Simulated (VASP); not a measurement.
# NiO (Fm-3m) in VASP: a series of runs, part 2 of 2

VASP 6.6.1. The steps go on from the part before.

### 5 Single point, PBE+D3(BJ), collinear spin, ferromagnetic start

This run uses another cell than the first one, of 9.44 Å³/atom, 1.040 times its volume.

Input file INCAR:

```
PREC = Accurate
ENCUT = 520
EDIFF = 1E-6
ISMEAR = -1
SIGMA = 0.05
LREAL = F
LASPH = T
NELM = 150
ALGO = Normal
ISIF = 2
LWAVE = F
LCHARG = F
ISPIN = 2
MAGMOM = 1 0
LORBIT = 11
LMAXMIX = 4
GGA = PE
IVDW = 12
NBANDS = 19
```

Input file KPOINTS:

```
regular mesh
0
Gamma
  11 11 11
```

Input file POSCAR:

```
NiO
1.0
    0.0000000000      2.1133508634      2.1133508634
    2.1133508634      0.0000000000      2.1133508634
    2.1133508634      2.1133508634      0.0000000000
Ni O
1 1
Direct
    0.0000000000      0.0000000000      0.0000000000
    0.5000000000      0.5000000000      0.5000000000
```

Potentials or basis: VASP PAW PBE potentials, release 64 (Ni, O).

Started as:

```bash
> cat potpaw_PBE.64/Ni/POTCAR potpaw_PBE.64/O/POTCAR > POTCAR
> mpirun -np 1 vasp_std > vasp.out
```

OUTCAR:

```text
PREC = Accurate
   ENCUT = 520
   EDIFF = 1E-6
   ISMEAR = -1
   LREAL = F
   LASPH = T
   NELM = 150
   ISIF = 2
   ISPIN = 2
   LORBIT = 11
   GGA = PE
   IVDW = 12
 IVDW          = 12

 ion  position               nearest neighbor table
   1  0.000  0.000  0.000-   2 2.11   2 2.11   2 2.11   2 2.11   2 2.11   2 2.11
   2  0.500  0.500  0.500-   1 2.11   1 2.11   1 2.11   1 2.11   1 2.11   1 2.11

  LATTYP: Found a face centered cubic cell.
 ALAT       =     4.2267017268

  Lattice vectors:

 A1 = (   0.0000000000,   2.1133508634,   2.1133508634)
 A2 = (   2.1133508634,   0.0000000000,   2.1133508634)
 A3 = (   2.1133508634,   2.1133508634,   0.0000000000)

Analysis of symmetry for initial positions (statically):
=====================================================================
 Subroutine PRICEL returns:
 Original cell was already a primitive cell.

 Routine SETGRP: Setting up the symmetry group for a
 face centered cubic supercell.

[... 725 lines left out ...]
      3       5.0643      1.00000
      4       5.0643      1.00000
      5       5.6113      1.00000
      6       5.6115      1.00000
[... 517 lines left out ...]
     18      38.1272      0.00000
     19      39.0189      0.00000

 [... further k-points ...]

------------------------ aborting loop because EDIFF is reached ----------------------------------------

 Edisp (eV)   -0.51611

 E8    (eV) :    -0.1962

  FORCE on cell =-STRESS in cart. coord.  units (eV):
  Direction    XX          YY          ZZ          XY          YZ          ZX
  --------------------------------------------------------------------------------------
  -------------------------------------------------------------------------------------
  Total      -0.64580    -0.64580    -0.64580    -0.00000     0.00000     0.00000
  in kB     -54.81069   -54.81069   -54.81069    -0.00000     0.00000     0.00000
  external pressure =      -54.81 kB  Pullay stress =        0.00 kB

 VOLUME and BASIS-vectors are now :
 -----------------------------------------------------------------------------
  energy-cutoff  :      520.00
  volume of cell :       18.88
      direct lattice vectors                 reciprocal lattice vectors
     0.000000000  2.113350863  2.113350863    -0.236591097  0.236591097  0.236591097
     2.113350863  0.000000000  2.113350863     0.236591097 -0.236591097  0.236591097
     2.113350863  2.113350863  0.000000000     0.236591097  0.236591097 -0.236591097

 POSITION                                       TOTAL-FORCE (eV/Angst)
 -----------------------------------------------------------------------------------
      0.00000      0.00000      0.00000         0.000000      0.000000      0.000000
      2.11335      2.11335      2.11335        -0.000000     -0.000000     -0.000000
 -----------------------------------------------------------------------------------
    total drift:                                0.000000     -0.000000     -0.000000

  FREE ENERGIE OF THE ION-ELECTRON SYSTEM (eV)
  ---------------------------------------------------
  free  energy   TOTEN  =       -11.9985403874 eV

  energy  without entropy=      -11.9893346938  energy(sigma->0) =      -11.99393754

 total charge

# of ion       s       p       d       tot
------------------------------------------
    1        0.321   0.378   8.220   8.919
    2        1.556   3.407   0.000   4.963
--------------------------------------------------
tot          1.878   3.785   8.220  13.883

 magnetization (x)

# of ion       s       p       d       tot
------------------------------------------
    1        0.011   0.014   1.447   1.473
    2        0.027   0.249   0.000   0.276
--------------------------------------------------
tot          0.038   0.264   1.447   1.749
```

Wall time 17 s (1 thread of Intel Xeon 6975P-C (Granite Rapids), shared host); peak memory 0.18 GiB.

Results:

| Property | Result |
| --- | --- |
| Free energy | -11.9985 eV |
| Pressure | -5.5 GPa |
| Net moment | 1.79 μB per cell |
| Site moments | Ni +1.47; O +0.28 μB |
| Valence electrons inside the program's atomic spheres | Ni 8.92; O 4.96 |
| Dispersion energy per atom | -0.258 eV |

Caveat: a cell with one magnetic atom can't hold antiferromagnetic order, which such compounds often take; semilocal functionals often make such compounds metallic where correlation or magnetic order opens a gap, which also shifts bond lengths; pairwise dispersion overbinds metals, which lowers pressure and volume.

### 6 Single point, PBE+D3(BJ), collinear spin, ferromagnetic start

This run uses another cell than the first one, of 9.62 Å³/atom, 1.060 times its volume.

Input file INCAR:

```
SYSTEM = NiO
PREC = Accurate ; ENCUT = 520
EDIFF = 1E-6 ; ISMEAR = -1
SIGMA = 0.05 ; LREAL = .False.
LASPH = .True. ; NELM = 150
ALGO = Normal ; ISIF = 2
LWAVE = .False. ; LCHARG = .False.
ISPIN = 2 ; MAGMOM = 1 0
LORBIT = 11 ; LMAXMIX = 4
GGA = PE ; IVDW = 12
NBANDS = 19
```

Input file KPOINTS:

```
regular mesh
0
Gamma
  11 11 11
  0 0 0
```

Input file POSCAR:

```
NiO
1.0
    0.0000000000      2.1268120599      2.1268120599
    2.1268120599      0.0000000000      2.1268120599
    2.1268120599      2.1268120599      0.0000000000
Ni O
1 1
Direct
    0.0000000000      0.0000000000      0.0000000000
    0.5000000000      0.5000000000      0.5000000000
```

Potentials or basis: VASP PAW PBE potentials, release 64 (Ni, O).

Started as:

```bash
> cat potpaw_PBE.64/Ni/POTCAR potpaw_PBE.64/O/POTCAR > POTCAR
> mpirun -np 1 vasp_std > vasp.out
```

It took 18 s on 1 thread of Intel Xeon 6975P-C (Granite Rapids), shared host; peak memory 0.18 GiB.

It converged, with:

```
Free energy                                           : -11.9831 eV
Pressure                                              : -8.7 GPa
Net moment                                            : 1.83 μB per cell
Site moments                                          : Ni +1.50; O +0.28 μB
Valence electrons inside the program's atomic spheres : Ni 8.89; O 4.96
Dispersion energy per atom                            : -0.254 eV
```

Levels at points of the mesh, in eV from the Fermi level:
Spin up:
| k point | band 7 | band 8 | band 9 | band 10 | band 11 | band 12 |
| --- | --- | --- | --- | --- | --- | --- |
| (0.00, 0.00, 0.00) | -2.53 | -2.53 | -2.53 | 1.29 | 17.73 | 18.55 |
Spin down:
```csv
k point,band 5,band 6,band 7,band 8,band 9,band 10
"(0.00, 0.00, 0.00)",-1.69,-1.69,-1.69,-0.44,-0.44,1.65
```

Caveat: a cell with one magnetic atom can't hold antiferromagnetic order, which such compounds often take; semilocal functionals often make such compounds metallic where correlation or magnetic order opens a gap, which also shifts bond lengths; pairwise dispersion overbinds metals, which lowers pressure and volume.

### 7 The runs side by side

| level | cell | gap on the mesh (eV) | pressure (GPa) | moment (μB) |
| --- | --- | --- | --- | --- |
| PBE+D3(BJ) | a = 2.950 Å, angles 60.0°, 2 atoms | none | 1.8 | 1.67 |
| PBE+D3(BJ) | a = 2.969 Å, angles 60.0°, 2 atoms | none | -2.1 | 1.74 |
| revPBE+D3(BJ) | a = 2.970 Å, angles 60.0°, 2 atoms | none | -0.3 | 1.82 |
| PBE+D3(BJ) | a = 2.989 Å, angles 60.0°, 2 atoms | none | -5.5 | 1.79 |
| PBE+D3(BJ) | a = 3.008 Å, angles 60.0°, 2 atoms | none | -8.7 | 1.83 |

Alike in all rows: task single point; potentials or basis VASP PAW PBE potentials, release 64 (Ni, O); spin collinear, ferromagnetic start; k mesh 11 × 11 × 11; cutoff (eV) 520; smearing fermi-dirac 0.05 eV.

Caveats: a cell with one magnetic atom can't hold antiferromagnetic order, which such compounds often take; semilocal functionals often make such compounds metallic where correlation or magnetic order opens a gap, which also shifts bond lengths; pairwise dispersion overbinds metals, which lowers pressure and volume; the PAW data sets were made with another functional, which shifts forces and pressure a little (some runs).

Absolute energies hang on the potentials; compare differences alone.

### 8 How close it comes

Step 2. Measured gap of NiO: 4.3 eV (quoted in “Local correlations, non-local screening, multiplets, and band formation in NiO”, 2012, arxiv:1210.6675). This calculation gives 0.00 eV (-4.30 eV). So large a miss can be the level of theory's own, or it may mean another phase, state or a wrong row. The value is that of PBE+D3(BJ) on a finite k mesh, which can miss the band edges, without temperature or zero-point motion. Semilocal functionals fall short of measured gaps as a rule. The run's magnetic order (collinear spin, ferromagnetic start) needn't be the measured crystal's.

Step 3. Against the measured gap of NiO, 4.3 eV (quoted in “Local correlations, non-local screening, multiplets, and band formation in NiO”, 2012, arxiv:1210.6675), the calculated 0.00 eV is off by -4.30 eV. So large a miss can be the level of theory's own, or it may mean another phase, state or a wrong row. The value is that of PBE+D3(BJ) on a finite k mesh, which can miss the band edges, without temperature or zero-point motion. Semilocal functionals fall short of measured gaps as a rule. The run's magnetic order (collinear spin, ferromagnetic start) needn't be the measured crystal's.

Step 4. A measured gap of NiO is 4.3 eV (quoted in “Local correlations, non-local screening, multiplets, and band formation in NiO”, 2012, arxiv:1210.6675); the calculated 0.00 eV misses it by -4.30 eV. So large a miss can be the level of theory's own, or it may mean another phase, state or a wrong row. The value is that of revPBE+D3(BJ) on a finite k mesh, which can miss the band edges, without temperature or zero-point motion. Semilocal functionals fall short of measured gaps as a rule. The run's magnetic order (collinear spin, ferromagnetic start) needn't be the measured crystal's.
